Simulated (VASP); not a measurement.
## TiAl2: single point with LDA

Crystal: TiAl2.

```xyz
6
Lattice="1.9296 -5.9667 0.0000 1.9296 5.9667 0.0000 0.0000 0.0000 4.2547" Properties=species:S:1:pos:R:3 pbc="T T T"
Ti    1.9296   -1.8623    0.0000
Ti    1.9296    1.8623    0.0000
Al    0.0000    0.0000    0.0000
Al    1.9296   -3.9020    2.1274
Al    1.9296    3.9020    2.1274
Al    1.9296    0.0000    2.1274
```

| Property | Result |
| --- | --- |
| Program | VASP 6.6.1 |
| Task | single point |
| Functional | LDA |
| Potentials or basis | VASP PAW LDA potentials, release 64 (Ti_sv, Al) |
| Cutoff | 520 eV |
| k mesh | 12 × 12 × 12 |
| Occupations | gaussian, width 0.15 eV |
| Spin | no spin polarisation |

The pressure is -7.3 GPa, the largest force is 0.228 eV/Å and the band gap on the k mesh is zero (band 18 reaches 8.49 eV, above the bottom of band 19 at 7.45 eV).

Forces in eV/Å, atoms in the order of the input:
```
Ti   0.000 -0.228  0.000
Ti   0.000  0.228  0.000
Al   0.000  0.000  0.000
Al   0.000  0.009  0.000
Al   0.000 -0.009  0.000
Al   0.000  0.000  0.000
```

Stress tensor (GPa, compression positive):
```
 -4.24   0.00   0.00
  0.00  -3.82   0.00
  0.00   0.00 -13.85
```

Levels at points of the mesh, in eV from the Fermi level:
| k point | band 14 | band 15 | band 16 | band 17 | band 18 | band 19 | band 20 | band 21 | band 22 | band 23 |
| --- | --- | --- | --- | --- | --- | --- | --- | --- | --- | --- |
| (0.00, 0.00, 0.00) | -1.59 | -1.19 | -1.15 | -0.34 | -0.27 | 0.32 | 0.37 | 0.95 | 1.00 | 1.22 |
| (0.50, 0.00, 0.00) | -1.97 | -1.73 | -1.50 | -0.95 | -0.58 | 0.72 | 0.72 | 1.26 | 1.51 | 1.70 |
| (0.50, 0.50, 0.00) | -1.96 | -1.42 | -1.12 | -1.05 | -0.30 | 0.17 | 0.84 | 1.15 | 1.37 | 1.42 |
| (0.00, 0.00, 0.50) | -2.42 | -1.25 | -0.53 | -0.07 | 0.06 | 0.30 | 0.82 | 0.94 | 1.41 | 1.42 |
| (0.50, 0.00, 0.50) | -3.60 | -2.24 | -1.68 | -1.29 | -0.98 | -0.50 | 0.79 | 0.86 | 1.43 | 1.62 |
| (0.50, 0.50, 0.50) | -1.90 | -1.68 | -0.80 | 0.34 | 0.46 | 0.82 | 0.99 | 1.40 | 1.75 | 1.95 |

Wall time 20 min on 1 thread of Intel(R) Xeon(R) 6975P-C (Granite Rapids), on a shared host, peak memory 0.7 GiB.
